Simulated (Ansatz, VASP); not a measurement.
## ZrB2 in VASP and in Ansatz

INCAR

```
  PREC = Accurate
  ENCUT = 520
  EDIFF = 1E-6
  ISMEAR = 0
  SIGMA = 0.1
  LREAL = False
  LASPH = True
  NELM = 150
  ALGO = Normal
  ISIF = 2
  LWAVE = False
  LCHARG = False
  ISPIN = 2
  MAGMOM = 1 0 0
  LORBIT = 11
  LMAXMIX = 4
  GGA = PE
  NBANDS = 20
```

KPOINTS

```
Automatic mesh
0
Gamma
  6 6 4
```

Contents of POSCAR:

```
ZrB2
1.0
    3.1009703998      0.0000000000      0.0000000000
    0.0000000000      3.1358388532      0.0000000000
    0.0000000000      0.0000000000      4.6117405048
Zr B
1 2
Direct
    0.5000000000      0.0000000000      0.0000000000
    0.5000000000      0.5000000000      0.5000000000
    0.5000000000      0.0000000000      0.5000000000
```

Input for Ansatz:

```yaml
crystal:
  lattice:
    - [3.1009703998, 0.0, 0.0]
    - [0.0, 3.1358388532, 0.0]
    - [0.0, 0.0, 4.6117405048]
  atoms:
    - { symbol: Zr, position: [0.5, 0.0, 0.0], spin: 1.0 }
    - { symbol: B, position: [0.5, 0.5, 0.5] }
    - { symbol: B, position: [0.5, 0.0, 0.5] }
basis:
  ecutwfc: 420
kpoints:
  mp_grid: { grid: [6, 6, 4] }
hamiltonian:
  xc: pbe
scf:
  occupations: { method: gaussian, width: 0.1 }
  lower_state_search: "off"
output:
  forces: true
  stress: true
  eigenvalues: true
  populations: true
magnetization:
  spin_polarized: true
```

Alike in both runs: task single point; functional PBE; k mesh 6 × 6 × 4; occupations gaussian, width 0.1 eV; collinear spin.

|  | VASP | Ansatz |
| --- | --- | --- |
| version | VASP 6.6.1 | Ansatz 0.2.0 |
| potentials or method | VASP PAW PBE potentials, release 64 (Zr_sv, B), cutoff 520 eV | scalar-relativistic, plane waves, PAW |
| valence electrons in the cell | 18 | 18 |

```csv
,VASP,Ansatz,Ansatz less VASP
gap on the k mesh at the Fermi level (eV),none,none,-
pressure (GPa),0.5,0.5,-0.02
"traceless stress, the component that is largest in VASP (GPa)",0.55,0.45,-0.099
net moment per atom (μB),0.02,0.02,-0.001
size of the moment on the site where the two differ most (μB),0.03,0.02,-0.014
```

Site moments also hang on the region over which each program counts them. A gap of «none» marks a metal or a gap that the smearing closes. With one functional, cell and mesh, what is left measures potentials, basis and numerics. Ansatz's warnings: seeded moment not kept.
